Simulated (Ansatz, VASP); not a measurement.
Two plane-wave programs on AlP

```
Al P
1.0
     0.00000    2.72550    2.72550
     2.72550    0.00000    2.72550
     2.72550    2.72550    0.00000
Al P
1 1
Direct
  0.00000 0.00000 0.00000
  0.75000 0.75000 0.75000
```

Alike in both runs: task relaxation of cell and atoms; functional LDA; k mesh 14 × 14 × 14; occupations fermi-dirac, width 0.05 eV; no spin polarisation.

|  | VASP | Ansatz |
| --- | --- | --- |
| version | VASP 6.6.1 | Ansatz 0.2.0 |
| potentials or method | VASP PAW LDA potentials, release 64 (Al, P) | PAW with Ansatz's default frozen-core files, scalar-relativistic |
| plane-wave cutoff (eV) | 500 | 420 |
| valence electrons in the cell | 8 | 8 |

|  | VASP | Ansatz | Ansatz less VASP |
| --- | --- | --- | --- |
| relaxed volume (Å³/atom) | 20.07 | 20.06 | -0.011 |
| relaxed cell length with the largest relative difference (Å) | 3.843 | 3.842 | -0.0007 |

LDA's correlation is that of Perdew and Zunger in VASP and of Perdew and Wang (1992) in Ansatz.
